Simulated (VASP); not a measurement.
# AgCl (Chlorargyrite) (Fm-3m) in VASP: notebook, part 2 of 2

VASP 6.6.1. Earlier steps stand in the parts before.

## (3) Density of states, PBEsol+U

File POSCAR:

```
AgCl
1.0
    0.0000000000      2.7350000000      2.7350000000
    2.7350000000      0.0000000000      2.7350000000
    2.7350000000      2.7350000000      0.0000000000
Ag Cl
1 1
Direct
    0.0000000000      0.0000000000      0.0000000000
    0.5000000000      0.5000000000      0.5000000000
```

File INCAR.step1:

```
SYSTEM = AgCl
PREC     = Accurate       ! precision mode
ENCUT    = 520            ! plane-wave cutoff, eV
EDIFF    = 1E-7           ! SCF threshold, eV
ISMEAR   = -1             ! smearing method
SIGMA    = 0.05           ! smearing width, eV
LREAL    = .FALSE.        ! projectors in reciprocal space
LASPH    = .TRUE.         ! aspherical terms in the spheres
NELM     = 150            ! most SCF steps
ALGO     = Normal         ! electronic algorithm
ISIF     = 2              ! what is computed and relaxed
LWAVE    = .FALSE.        ! write WAVECAR
LCHARG   = .TRUE.         ! write CHGCAR
LMAXMIX  = 4              ! l up to which the mixer works
LDAU     = .TRUE.         ! DFT+U
LDAUTYPE = 2            
LDAUL    = 2 -1           ! shell
LDAUU    = 8 0            ! U, eV
LDAUJ    = 0 0          
LDAUPRINT= 1            
GGA      = PS             ! functional
NBANDS   = 16             ! bands
```

File KPOINTS.step1:

```
regular mesh
0
G
  8 8 8
  0 0 0
```

File INCAR.step2:

```
SYSTEM = AgCl
PREC     = Accurate       ! precision mode
ENCUT    = 520            ! plane-wave cutoff, eV
EDIFF    = 1E-7           ! SCF threshold, eV
ISMEAR   = -5             ! smearing method
SIGMA    = 0.05           ! smearing width, eV
LREAL    = .FALSE.        ! projectors in reciprocal space
LASPH    = .TRUE.         ! aspherical terms in the spheres
NELM     = 150            ! most SCF steps
ALGO     = Normal         ! electronic algorithm
ISIF     = 2              ! what is computed and relaxed
LWAVE    = .FALSE.        ! write WAVECAR
LCHARG   = .FALSE.        ! write CHGCAR
LMAXMIX  = 4              ! l up to which the mixer works
LDAU     = .TRUE.         ! DFT+U
LDAUTYPE = 2            
LDAUL    = 2 -1           ! shell
LDAUU    = 8 0            ! U, eV
LDAUJ    = 0 0          
LDAUPRINT= 1            
GGA      = PS             ! functional
LORBIT   = 11             ! projections on sites
NBANDS   = 16             ! bands
NEDOS    = 1001           ! points of the DOS
ICHARG   = 11             ! starting density
```

File KPOINTS.step2:

```
regular mesh
0
G
  12 12 12
  0 0 0
```

Potentials or basis: VASP PAW PBE potentials, release 64 (Ag, Cl).

On the command line:

```
> cat potpaw_PBE.64/Ag/POTCAR potpaw_PBE.64/Cl/POTCAR > POTCAR
> cp INCAR.step1 INCAR
> cp KPOINTS.step1 KPOINTS
> mpirun -np 1 vasp_std > vasp.out
> cp INCAR.step2 INCAR
> cp KPOINTS.step2 KPOINTS
> mpirun -np 1 vasp_std > vasp.out
```

OUTCAR:

```text
SYSTEM = AgCl
   PREC = Accurate
   ENCUT = 520
   EDIFF = 1E-7
   ISMEAR = -5
   LREAL = .FALSE.
   LASPH = .TRUE.
   NELM = 150
   ISIF = 2
   GGA = PS
   LORBIT = 11
   ICHARG = 11

 ion  position               nearest neighbor table
   1  0.000  0.000  0.000-   2 2.73   2 2.73   2 2.73   2 2.73   2 2.73   2 2.73
   2  0.500  0.500  0.500-   1 2.73   1 2.73   1 2.73   1 2.73   1 2.73   1 2.73

  LATTYP: Found a face centered cubic cell.
 ALAT       =     5.4700000000

  Lattice vectors:

 A1 = (   0.0000000000,   2.7350000000,   2.7350000000)
 A2 = (   2.7350000000,   0.0000000000,   2.7350000000)
 A3 = (   2.7350000000,   2.7350000000,   0.0000000000)

Analysis of symmetry for initial positions (statically):
=====================================================================
 Subroutine PRICEL returns:
 Original cell was already a primitive cell.

 Routine SETGRP: Setting up the symmetry group for a
 face centered cubic supercell.

 Subroutine GETGRP returns: Found 48 space group operations
 (whereof 48 operations were pure point group operations)
 out of a pool of 48 trial point group operations.

The static configuration has the point symmetry O_h .

Analysis of symmetry for dynamics (positions and initial velocities):
=====================================================================
 Subroutine PRICEL returns:
 Original cell was already a primitive cell.

 Routine SETGRP: Setting up the symmetry group for a
 face centered cubic supercell.

 Subroutine GETGRP returns: Found 48 space group operations
 (whereof 48 operations were pure point group operations)
 out of a pool of 48 trial point group operations.

The dynamic configuration has the point symmetry O_h .

 Subroutine INISYM returns: Found 48 space group operations
 (whereof 48 operations are pure point group operations),
 and found     1 'primitive' translations

----------------------------------------------------------------------------------------

                                     Primitive cell

  volume of cell :      40.9168

  direct lattice vectors                    reciprocal lattice vectors
     0.000000000  2.735000000  2.735000000    -0.182815356  0.182815356  0.182815356
     2.735000000  0.000000000  2.735000000     0.182815356 -0.182815356  0.182815356
     2.735000000  2.735000000  0.000000000     0.182815356  0.182815356 -0.182815356

  length of vectors
     3.867874093  3.867874093  3.867874093     0.316645486  0.316645486  0.316645486

  position of ions in fractional coordinates (direct lattice)
     0.000000000  0.000000000  0.000000000
     0.500000000  0.500000000  0.500000000

  ion indices of the primitive-cell ions
   primitive index   ion index
                 1           1
                 2           2

----------------------------------------------------------------------------------------
[... 92 lines left out ...]
     AMIX_MAG =   1.60;   BMIX_MAG =  1.00
  volume/ion in A,a.u.               =      20.46       138.06
  Fermi-wavevector in a.u.,A,eV,Ry     =   1.245083  2.352866 21.092186  1.550232
  Thomas-Fermi vector in A             =   2.379321
   LORBIT       =     11    0 simple, 1 ext, 2 COOP (PROOUT), +10 PAW based schemes
 LDA+U is selected, type is set to LDAUTYPE =  2
   angular momentum for each species LDAUL =     2   -1
   U (eV)           for each species LDAUU =   8.0  0.0
   J (eV)           for each species LDAUJ =   0.0  0.0
   GGA     = PS    functional components
   LHFCALC =     F    Hartree Fock is set to
   AEXX    =    0.0000 exact exchange contribution
   IVDW    =     0    specifies the selected vdW correction
   LEPSILON=     F    determine dielectric tensor
   LRPA    =     F    only Hartree local field effects (RPA)
 non-spin polarized calculation
 Fermi weights with tetrahedron method with Bloechl corrections
  energy-cutoff  :      520.00
  volume of cell :       40.92
 maximum number of plane-waves:      1124
 NGX is ok and might be reduce to    30

atom =   1  type =  1  l = 2

 onsite density matrix

spin component  1

  0.9663 -0.0000 -0.0000 -0.0000  0.0000
 -0.0000  0.9663 -0.0000 -0.0000  0.0000
 -0.0000 -0.0000  0.9853  0.0000 -0.0000
 -0.0000 -0.0000  0.0000  0.9663 -0.0000
  0.0000  0.0000 -0.0000 -0.0000  0.9853

spin component  2

  0.9663 -0.0000 -0.0000 -0.0000  0.0000
 -0.0000  0.9663 -0.0000 -0.0000  0.0000
 -0.0000 -0.0000  0.9853  0.0000 -0.0000
 -0.0000 -0.0000  0.0000  0.9663 -0.0000
  0.0000  0.0000 -0.0000 -0.0000  0.9853

 occupancies and eigenvectors

  o =  0.9663  v =  1.0000  0.0000  0.0000  0.0000  0.0000  0.0000  0.0000  0.0000  0.0000  0.0000      0.0000  0.0000  0.0000  0.0000  0.0000  0.0000  0.0000  0.0000  0.0000  0.0000
  o =  0.9663  v =  0.0000  0.0000  0.0000  0.0000  0.0000  1.0000  0.0000  0.0000  0.0000  0.0000      0.0000  0.0000  0.0000  0.0000  0.0000  0.0000  0.0000  0.0000  0.0000  0.0000
  o =  0.9663  v =  0.0000  0.6803  0.0000 -0.7329 -0.0000  0.0000  0.0000  0.0000  0.0000  0.0000      0.0000  0.0000  0.0000  0.0000  0.0000  0.0000  0.0000  0.0000  0.0000  0.0000
  o =  0.9663  v =  0.0000  0.0000  0.0000  0.0000  0.0000  0.0000  0.6803  0.0000 -0.7329 -0.0000      0.0000  0.0000  0.0000  0.0000  0.0000  0.0000  0.0000  0.0000  0.0000  0.0000
  o =  0.9663  v =  0.0000  0.0000  0.0000  0.0000  0.0000  0.0000  0.7329  0.0000  0.6803 -0.0000      0.0000  0.0000  0.0000  0.0000  0.0000  0.0000  0.0000  0.0000  0.0000  0.0000
  o =  0.9663  v =  0.0000  0.7329  0.0000  0.6803 -0.0000  0.0000  0.0000  0.0000  0.0000  0.0000      0.0000  0.0000  0.0000  0.0000  0.0000  0.0000  0.0000  0.0000  0.0000  0.0000
  o =  0.9853  v =  0.0000  0.0000  0.0000  0.0000  0.0000  0.0000 -0.0000  1.0000 -0.0000  0.0000      0.0000  0.0000  0.0000  0.0000  0.0000  0.0000  0.0000  0.0000  0.0000  0.0000
  o =  0.9853  v =  0.0000 -0.0000  1.0000 -0.0000  0.0000  0.0000  0.0000  0.0000  0.0000  0.0000      0.0000  0.0000  0.0000  0.0000  0.0000  0.0000  0.0000  0.0000  0.0000  0.0000
  o =  0.9853  v =  0.0000  0.0000  0.0000  0.0000  0.0000  0.0000  0.0000 -0.0000 -0.0000  1.0000      0.0000  0.0000  0.0000  0.0000  0.0000  0.0000  0.0000  0.0000  0.0000  0.0000
  o =  0.9853  v =  0.0000  0.0000 -0.0000 -0.0000  1.0000  0.0000  0.0000  0.0000  0.0000  0.0000      0.0000  0.0000  0.0000  0.0000  0.0000  0.0000  0.0000  0.0000  0.0000  0.0000

 number of electron      18.0000002 magnetization

 Free energy of the ion-electron system (eV)
  ---------------------------------------------------
  ext. energy  EPLUGINS =         0.00000000
  ---------------------------------------------------
  free energy    TOTEN  =        -4.38860586 eV

  energy without entropy =       -4.38860586  energy(sigma->0) =       -4.38860586

 E-fermi :   2.9313     XC(G=0): -10.3242

 val. band max:        2.9065185011   @ k =   0.5000   0.0000   0.0000
 cond. band min:       5.1225406950   @ k =   0.0000   0.0000   0.0000
 fundamental gap:      2.2160221939
 Fermi energy:         2.9313061423

 k-point     1 :       0.0000    0.0000    0.0000
  band No.  band energies     occupation
      1     -11.2600      2.00000
      2      -1.5060      2.00000
      3      -1.5060      2.00000
      4      -1.3671      2.00000
      5      -1.3671      2.00000
      6      -1.3671      2.00000
[... 433 lines left out ...]
      3      -2.1721      2.00000
      4      -1.9459      2.00000
      5      -1.1039      2.00000
      6      -1.0753      2.00000
[... 8 lines left out ...]
     15      17.3990      0.00000
     16      18.6626      0.00000

 [... further k-points ...]
[... 5 lines left out ...]
  --------------------------------------------------------------------------------------
  -------------------------------------------------------------------------------------
  Total       -0.5220762     -0.5220762     -0.5220762     -0.0000000      0.0000000     -0.0000000
  in kB      -20.4428976    -20.4428976    -20.4428976     -0.0000000      0.0000000     -0.0000000
  external PRESSURE =     -20.4428976 kB  Pullay stress =       0.0000000 kB

 VOLUME and BASIS-vectors are now :
 -----------------------------------------------------------------------------
  energy-cutoff  :      520.00
  volume of cell :       40.92
      direct lattice vectors                 reciprocal lattice vectors
     0.000000000  2.735000000  2.735000000    -0.182815356  0.182815356  0.182815356
     2.735000000  0.000000000  2.735000000     0.182815356 -0.182815356  0.182815356
     2.735000000  2.735000000  0.000000000     0.182815356  0.182815356 -0.182815356

 POSITION                                       TOTAL-FORCE (eV/Angst)
 -----------------------------------------------------------------------------------
      0.00000      0.00000      0.00000         0.000000     -0.000000      0.000000
      2.73500      2.73500      2.73500        -0.000000      0.000000     -0.000000
 -----------------------------------------------------------------------------------
    total drift:                               -0.000000      0.000000      0.000000

  FREE ENERGIE OF THE ION-ELECTRON SYSTEM (eV)
  ---------------------------------------------------
  free  energy   TOTEN  =        -4.3886058623 eV

  energy  without entropy=       -4.3886058623  energy(sigma->0) =       -4.38860586

 total charge

# of ion       s       p       d       tot
------------------------------------------
    1        0.191   0.148   9.695  10.034
    2        1.589   3.464   0.000   5.053
--------------------------------------------------
tot          1.780   3.612   9.695  15.087
```

It took 28 s on 1 thread of Intel Xeon Platinum 8488C (Sapphire Rapids), shared host; peak memory 0.19 GiB.

What came out:

```yaml
Valence_electrons_inside_the_program's_atomic_spheres: Ag 10.03; Cl 5.05
```

Levels at points of the mesh, in eV from the valence-band top:
| k point | band 5 | band 6 | band 7 | band 8 | band 9 | band 10 | band 11 | band 12 | band 13 | band 14 |
| --- | --- | --- | --- | --- | --- | --- | --- | --- | --- | --- |
| (0.00, 0.00, 0.00) | -4.27 | -4.27 | -1.25 | -1.25 | -1.25 | 2.22 | 11.44 | 11.44 | 11.44 | 13.42 |
| (0.50, 0.00, 0.00) | -3.98 | -3.98 | -2.79 | 0.00 | 0.00 | 5.35 | 8.14 | 8.91 | 8.91 | 14.33 |
| (0.50, 0.50, 0.00) | -3.87 | -3.80 | -3.40 | -2.03 | -2.03 | 3.71 | 8.44 | 10.00 | 13.06 | 13.06 |

Eigenvalues of the final occupation matrices:
```tsv
site	spin	trace	eigenvalues
site 1 d	1	4.87	0.97 0.97 0.97 0.99 0.99
site 1 d	2	4.87	0.97 0.97 0.97 0.99 0.99
```

Caveat: the PAW data sets were made with another functional, which shifts forces and pressure a little.
